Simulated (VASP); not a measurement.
# AlN (Fm-3m) in VASP: further runs, part 2 of 2

VASP 6.6.1.

## 3. Electric field gradients, LDA (volume scaled by 1.06)

The input, INCAR:

```
ALGO = Normal
EDIFF = 1E-8
ENCUT = 520
ISIF = 2
ISMEAR = -1
LASPH = T
LCHARG = F
LEFG = T
LREAL = F
LWAVE = F
NBANDS = 11
NELM = 100
PREC = Accurate
SIGMA = 0.02
```

The input, KPOINTS:

```
k-points
0
Gamma
  10 10 10
```

The input, POSCAR:

```
AlN
1.0
    0.0000000000      2.0167941628      2.0167941628
    2.0167941628      0.0000000000      2.0167941628
    2.0167941628      2.0167941628      0.0000000000
Al N
1 1
Direct
    0.0000000000      0.0000000000      0.0000000000
    0.5000000000      0.5000000000      0.5000000000
```

Potentials or basis: VASP PAW LDA potentials, release 64 (Al, N).

On the command line:

```console
$ cat potpaw_LDA.64/Al/POTCAR potpaw_LDA.64/N/POTCAR > POTCAR
$ mpirun -np 1 vasp_std > vasp.out
```

OUTCAR:

```text
EDIFF = 1E-8
   ENCUT = 520
   ISIF = 2
   ISMEAR = -1
   LASPH = T
   LREAL = F
   NELM = 100
   PREC = Accurate

 ion  position               nearest neighbor table
   1  0.000  0.000  0.000-   2 2.02   2 2.02   2 2.02   2 2.02   2 2.02   2 2.02
   2  0.500  0.500  0.500-   1 2.02   1 2.02   1 2.02   1 2.02   1 2.02   1 2.02

  LATTYP: Found a face centered cubic cell.
 ALAT       =     4.0335883256

  Lattice vectors:

 A1 = (   0.0000000000,   2.0167941628,   2.0167941628)
 A2 = (   2.0167941628,   0.0000000000,   2.0167941628)
 A3 = (   2.0167941628,   2.0167941628,   0.0000000000)

Analysis of symmetry for initial positions (statically):
=====================================================================
 Subroutine PRICEL returns:
 Original cell was already a primitive cell.

 Routine SETGRP: Setting up the symmetry group for a
 face centered cubic supercell.

[... 524 lines left out ...]
  volume of cell :       16.41
      direct lattice vectors                 reciprocal lattice vectors
     0.000000000  2.016794163  2.016794163    -0.247918211  0.247918211  0.247918211
     2.016794163  0.000000000  2.016794163     0.247918211 -0.247918211  0.247918211
     2.016794163  2.016794163  0.000000000     0.247918211  0.247918211 -0.247918211

 POSITION                                       TOTAL-FORCE (eV/Angst)
 -----------------------------------------------------------------------------------
      0.00000      0.00000      0.00000         0.000000      0.000000     -0.000000
      2.01679      2.01679      2.01679         0.000000     -0.000000      0.000000
 -----------------------------------------------------------------------------------
    total drift:                               -0.000000     -0.000000      0.000000

  FREE ENERGIE OF THE ION-ELECTRON SYSTEM (eV)
  ---------------------------------------------------
  free  energy   TOTEN  =       -16.2279486612 eV

  energy  without entropy=      -16.2279486612  energy(sigma->0) =      -16.22794866

 Electric field gradients (V/A^2)
---------------------------------------------------------------------
 ion       V_xx      V_yy      V_zz      V_xy      V_xz      V_yz
---------------------------------------------------------------------
   1       0.000    -0.000    -0.000     0.000     0.000     0.000
   2      -0.000    -0.000     0.000     0.000     0.000     0.000
---------------------------------------------------------------------

 Electric field gradients after diagonalization (V/A^2)
 (convention: |V_zz| > |V_xx| > |V_yy|)
----------------------------------------------------------------------
 ion       V_xx      V_yy      V_zz     asymmetry (V_yy - V_xx)/ V_zz
----------------------------------------------------------------------
   1      -0.000    -0.000     0.000       0.000
   2      -0.000    -0.000     0.001       0.000
----------------------------------------------------------------------

           NMR quadrupolar parameters

 Cq : quadrupolar parameter    Cq=e*Q*V_zz/h
 eta: asymmetry parameters     (V_yy - V_xx)/ V_zz
 Q  : nuclear electric quadrupole moment in mb (millibarn)
----------------------------------------------------------------------
 ion       Cq(MHz)       eta       Q (mb)
----------------------------------------------------------------------
   1       0.000       0.000       1.000
   2       0.000       0.000       1.000
----------------------------------------------------------------------
```

OSZICAR:

```text
N       E                     dE             d eps       ncg     rms          rms(c)
DAV:   1     0.598338813172E+01    0.59834E+01   -0.40601E+03  1106   0.621E+02
DAV:   2    -0.175568243861E+02   -0.23540E+02   -0.22680E+02  1236   0.125E+02
DAV:   3    -0.181077688955E+02   -0.55094E+00   -0.55003E+00  1253   0.161E+01
DAV:   4    -0.181093390135E+02   -0.15701E-02   -0.15700E-02  1130   0.106E+00
DAV:   5    -0.181093479965E+02   -0.89830E-05   -0.89827E-05  1199   0.751E-02    0.770E+00
DAV:   6    -0.162846069031E+02    0.18247E+01   -0.82188E+00  1091   0.148E+01    0.275E+00
DAV:   7    -0.162474818645E+02    0.37125E-01   -0.11882E-01  1190   0.245E+00    0.172E+00
DAV:   8    -0.162280517358E+02    0.19430E-01   -0.14063E-02  1073   0.108E+00    0.250E-01
DAV:   9    -0.162279469966E+02    0.10474E-03   -0.56576E-04  1172   0.135E-01    0.147E-01
DAV:  10    -0.162279490757E+02   -0.20791E-05   -0.19339E-05  1135   0.327E-02    0.262E-02
DAV:  11    -0.162279486713E+02    0.40432E-06   -0.55333E-07  1178   0.577E-03    0.517E-03
DAV:  12    -0.162279486611E+02    0.10218E-07   -0.32050E-08  1127   0.123E-03    0.585E-04
DAV:  13    -0.162279486612E+02   -0.62300E-10   -0.89842E-10   613   0.181E-04
   1 F= -.16227949E+02 E0= -.16227949E+02  d E =-.290590E-11
```

Run time: 3 s. Hardware: 1 thread of Intel Xeon 6975P-C (Granite Rapids), shared host; peak memory 0.12 GiB.

Results:

* Free energy: -16.2279 eV
* Pressure: -3.9 GPa
* Band gap on the k mesh: 4.53 eV, indirect (least direct gap 5.88 eV)

Levels at points of the mesh, in eV from the valence-band top:
| k point | band 1 | band 2 | band 3 | band 4 | band 5 | band 6 | band 7 | band 8 | band 9 |
| --- | --- | --- | --- | --- | --- | --- | --- | --- | --- |
| (0.00, 0.00, 0.00) | -17.47 | 0.00 | 0.00 | 0.00 | 5.88 | 12.05 | 12.05 | 12.05 | 17.29 |
| (0.50, 0.00, 0.00) | -14.10 | -8.39 | -1.09 | -1.09 | 6.17 | 10.86 | 10.86 | 13.23 | 15.95 |
| (0.50, 0.50, 0.00) | -13.08 | -7.46 | -2.83 | -2.83 | 4.53 | 5.18 | 13.98 | 17.10 | 17.10 |

Caveat: without QUAD_EFG the Cq values of the log hold for a quadrupole moment of 1 mb, not for the nuclei. A k mesh can miss the band edges.

## 4. Electric field gradients, LDA (volume scaled by 0.95)

The input, INCAR:

```
SYSTEM = AlN
PREC = Accurate
ENCUT = 520
EDIFF = 1E-8
ISMEAR = -1
SIGMA = 0.02
LREAL = .False.
LASPH = .True.
NELM = 60
ALGO = Normal
ISIF = 2
LWAVE = .False.
LCHARG = .False.
LEFG = .True.
NBANDS = 11
```

The input, KPOINTS:

```
regular mesh
0
Gamma
  10 10 10
  0 0 0
```

The input, POSCAR:

```
AlN
1.0
    0.0000000000      1.9444680984      1.9444680984
    1.9444680984      0.0000000000      1.9444680984
    1.9444680984      1.9444680984      0.0000000000
Al N
1 1
Direct
    0.0000000000      0.0000000000      0.0000000000
    0.5000000000      0.5000000000      0.5000000000
```

Potentials or basis: VASP PAW LDA potentials, release 64 (Al, N).

On the command line:

```console
$ cat potpaw_LDA.64/Al/POTCAR potpaw_LDA.64/N/POTCAR > POTCAR
$ mpirun -np 1 vasp_std > vasp.out
```

OUTCAR:

```text
SYSTEM = AlN
   PREC = Accurate
   ENCUT = 520
   EDIFF = 1E-8
   ISMEAR = -1
   LREAL = .False.
   LASPH = .True.
   NELM = 60
   ISIF = 2

 ion  position               nearest neighbor table
   1  0.000  0.000  0.000-   2 1.94   2 1.94   2 1.94   2 1.94   2 1.94   2 1.94
   2  0.500  0.500  0.500-   1 1.94   1 1.94   1 1.94   1 1.94   1 1.94   1 1.94

  LATTYP: Found a face centered cubic cell.
 ALAT       =     3.8889361968

  Lattice vectors:

 A1 = (   0.0000000000,   1.9444680984,   1.9444680984)
 A2 = (   1.9444680984,   0.0000000000,   1.9444680984)
 A3 = (   1.9444680984,   1.9444680984,   0.0000000000)

Analysis of symmetry for initial positions (statically):
=====================================================================
 Subroutine PRICEL returns:
 Original cell was already a primitive cell.

 Routine SETGRP: Setting up the symmetry group for a
 face centered cubic supercell.

 Subroutine GETGRP returns: Found 48 space group operations
[... 524 lines left out ...]
     0.000000000  1.944468098  1.944468098    -0.257139729  0.257139729  0.257139729
     1.944468098  0.000000000  1.944468098     0.257139729 -0.257139729  0.257139729
     1.944468098  1.944468098  0.000000000     0.257139729  0.257139729 -0.257139729

 POSITION                                       TOTAL-FORCE (eV/Angst)
 -----------------------------------------------------------------------------------
      0.00000      0.00000      0.00000         0.000000     -0.000000      0.000000
      1.94447      1.94447      1.94447        -0.000000      0.000000     -0.000000
 -----------------------------------------------------------------------------------
    total drift:                                0.000000      0.000000      0.000000

  FREE ENERGIE OF THE ION-ELECTRON SYSTEM (eV)
  ---------------------------------------------------
  free  energy   TOTEN  =       -16.0949895120 eV

  energy  without entropy=      -16.0949895120  energy(sigma->0) =      -16.09498951

 Electric field gradients (V/A^2)
---------------------------------------------------------------------
 ion       V_xx      V_yy      V_zz      V_xy      V_xz      V_yz
---------------------------------------------------------------------
   1       0.000     0.000     0.000    -0.000    -0.000    -0.000
   2      -0.000    -0.000     0.000     0.000     0.000     0.000
---------------------------------------------------------------------

 Electric field gradients after diagonalization (V/A^2)
 (convention: |V_zz| > |V_xx| > |V_yy|)
----------------------------------------------------------------------
 ion       V_xx      V_yy      V_zz     asymmetry (V_yy - V_xx)/ V_zz
----------------------------------------------------------------------
   1       0.000     0.000    -0.000       0.000
   2      -0.000    -0.000     0.000       0.000
----------------------------------------------------------------------

           NMR quadrupolar parameters

 Cq : quadrupolar parameter    Cq=e*Q*V_zz/h
 eta: asymmetry parameters     (V_yy - V_xx)/ V_zz
 Q  : nuclear electric quadrupole moment in mb (millibarn)
----------------------------------------------------------------------
 ion       Cq(MHz)       eta       Q (mb)
----------------------------------------------------------------------
   1      -0.000       0.000       1.000
   2       0.000       0.000       1.000
----------------------------------------------------------------------
```

OSZICAR:

```text
N       E                     dE             d eps       ncg     rms          rms(c)
DAV:   1     0.773468610634E+01    0.77347E+01   -0.42434E+03  1090   0.630E+02
DAV:   2    -0.176134810279E+02   -0.25348E+02   -0.24312E+02  1221   0.132E+02
DAV:   3    -0.181232516689E+02   -0.50977E+00   -0.50861E+00  1244   0.160E+01
DAV:   4    -0.181246561358E+02   -0.14045E-02   -0.14044E-02  1163   0.103E+00
DAV:   5    -0.181246632944E+02   -0.71586E-05   -0.71585E-05  1217   0.683E-02    0.826E+00
DAV:   6    -0.161663060320E+02    0.19584E+01   -0.78220E+00  1097   0.152E+01    0.305E+00
DAV:   7    -0.161138846110E+02    0.52421E-01   -0.18503E-01  1178   0.285E+00    0.186E+00
DAV:   8    -0.160950941671E+02    0.18790E-01   -0.11787E-02  1091   0.102E+00    0.276E-01
DAV:   9    -0.160949903200E+02    0.10385E-03   -0.51400E-04  1175   0.133E-01    0.160E-01
DAV:  10    -0.160949898457E+02    0.47432E-06   -0.18780E-05  1127   0.309E-02    0.225E-02
DAV:  11    -0.160949895188E+02    0.32690E-06   -0.61565E-07  1169   0.535E-03    0.439E-03
DAV:  12    -0.160949895120E+02    0.67104E-08   -0.41957E-08  1115   0.154E-03
   1 F= -.16094990E+02 E0= -.16094990E+02  d E =-.236867E-10
```

Run time: 5.5 s. Hardware: 1 thread of Intel Xeon 6975P-C, shared host; peak memory 0.12 GiB.

What came out:

```
Free energy            : -16.0950 eV
Pressure               : 31.8 GPa
Band gap on the k mesh : 4.96 eV, indirect (least direct gap 7.56 eV)
```

Caveat: without QUAD_EFG the Cq values of the log hold for a quadrupole moment of 1 mb, not for the nuclei. A k mesh can miss the band edges.
